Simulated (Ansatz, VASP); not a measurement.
# Two plane-wave programs on HgTe

```
Hg Te
1.0
     0.00000    3.38783    3.14071
     3.38783    0.00000    3.14071
     3.38783    3.38783    0.00000
Hg Te
1 1
Direct
  0.00000 0.00000 0.00000
  0.25000 0.25000 0.25000
```

Change from the starting cell: epitaxial_xy strain +3.0%.

Alike in both runs: task single point; functional r2SCAN; k mesh 6 × 6 × 6; occupations fermi-dirac, width 0.02 eV; no spin polarisation.

```csv
,VASP,Ansatz
version,VASP 6.6.1,Ansatz 0.2.0
potentials or method,"VASP PAW PBE potentials, release 64 (Hg, Te)","plane waves, PAW"
plane-wave cutoff (eV),520,500
valence electrons in the cell,18,36
```

```csv
,VASP,Ansatz,Ansatz less VASP
pressure (GPa),-0.6,-0.6,-0.05
"traceless stress, the component that is largest in VASP (GPa)",0.66,0.66,-0.002
```

VASP's potentials were made for PBE, not for r2SCAN. With one functional, cell and mesh, what is left measures potentials, basis and numerics. VASP's potentials hold 18 valence electrons a cell and Ansatz's 36, so a difference there can come from the potentials and not from the codes.

Spin-orbit coupling is off throughout.
